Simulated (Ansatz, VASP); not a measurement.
## BN in VASP and in Ansatz

File POSCAR:

```
BN
1.0
    0.0000000000      1.7546504316      1.7546504316
    1.7546504316      0.0000000000      1.7546504316
    1.7546504316      1.7546504316      0.0000000000
B N
1 1
Direct
    0.0000000000      0.0000000000      0.0000000000
    0.2500000000      0.2500000000      0.2500000000
```

Contents of INCAR.step1:

```
SYSTEM = BN
PREC = Accurate
ENCUT = 520
EDIFF = 1E-5
ISMEAR = 0
SIGMA = 0.01
LREAL = .False.
LASPH = .True.
NELM = 60
ALGO = Normal
ISIF = 2
LWAVE = .True.
LCHARG = .False.
GGA = PE
NBANDS = 11
```

INCAR.step2

```
SYSTEM = BN
PREC = Accurate
ENCUT = 520
EDIFF = 1E-6
ISMEAR = 0
SIGMA = 0.01
LREAL = .False.
LASPH = .True.
NELM = 60
ALGO = Normal
ISIF = 2
LWAVE = .False.
LCHARG = .False.
GGA = PE
LHFCALC = .True.
HFSCREEN = 0.2079
PRECFOCK = Normal
ISTART = 1
NBANDS = 11
```

File KPOINTS:

```
Automatic mesh
0
Gamma
  8 8 8
  0 0 0
```

Input for Ansatz:

```yaml
crystal:
  lattice:
    - [0.0, 1.7546504316, 1.7546504316]
    - [1.7546504316, 0.0, 1.7546504316]
    - [1.7546504316, 1.7546504316, 0.0]
  atoms:
    - { symbol: B, position: [0.0, 0.0, 0.0] }
    - { symbol: "N", position: [0.25, 0.25, 0.25] }
kpoints:
  mp_grid: { grid: [8, 8, 8] }
  band_path:
    path:
      - [0.0, 0.0, 0.0]
      - [-0.5, -0.5, 0.0]
      - [-0.375, -0.375, 0.25]
      - [-0.375, 0.0, 0.375]
      - [0.0, 0.0, 0.5]
      - [-0.5, -0.25, 0.25]
      - [0.0, 0.5, 0.5]
    npoints: 1
hamiltonian:
  xc: hse06
scf:
  occupations: { method: fixed }
  n_extra_bands: 4
output:
  forces: true
  stress: true
  eigenvalues: true
```

Change from the starting cell: hydrostatic strain -2.8%.

Alike in both runs: task single point; functional HSE06; k mesh 8 × 8 × 8; no spin polarisation.

|  | VASP | Ansatz |
| --- | --- | --- |
| version | VASP 6.6.1 | Ansatz 0.2.0 |
| potentials or method | VASP PAW PBE potentials, release 64 (B, N) | plane waves, PAW |
| plane-wave cutoff (eV) | 520 | 420 |
| occupations | gaussian, width 0.01 eV | fixed |
| valence electrons in the cell | 8 | 8 |

```csv
,VASP,Ansatz,Ansatz less VASP
gap on the k mesh at the Fermi level (eV),5.89,5.90,+0.016
pressure (GPa),34.6,33.8,-0.80
```

Both programs put the cell under a high pressure, so it lies far from rest at this level. Ansatz's warnings: stress exchange threshold loose, stress scf threshold loose.
